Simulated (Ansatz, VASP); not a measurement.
**BiTe: VASP beside Ansatz**

```xyz
2
Lattice="0.0000 3.2350 3.2350 3.2350 0.0000 3.2350 3.2350 3.2350 0.0000" Properties=species:S:1:pos:R:3 pbc="T T T"
Bi    0.0000    0.0000    0.0000
Te    3.2350    3.2350    3.2350
```

Alike in both runs: task single point; functional PBE; k mesh 7 × 7 × 7; occupations gaussian, width 0.023 eV; no spin polarisation.

```csv
,VASP,Ansatz
version,VASP 6.6.1,Ansatz 0.2.0
potentials or method,"VASP PAW PBE potentials, release 64 (Bi_d, Te)",Ansatz PAW
plane-wave cutoff (eV),520,420
valence electrons in the cell,21,31
```

|  | VASP | Ansatz | Ansatz less VASP |
| --- | --- | --- | --- |
| gap on the k mesh at the Fermi level (eV) | none | none | - |
| pressure (GPa) | 1.0 | 1.0 | +0.05 |

A gap of «none» marks a metal or a gap that the smearing closes. With one functional, cell and mesh, what is left measures potentials, basis and numerics. VASP's potentials hold 21 valence electrons a cell and Ansatz's 31, so a difference there can come from the potentials and not from the codes.

Spin-orbit coupling is off throughout.
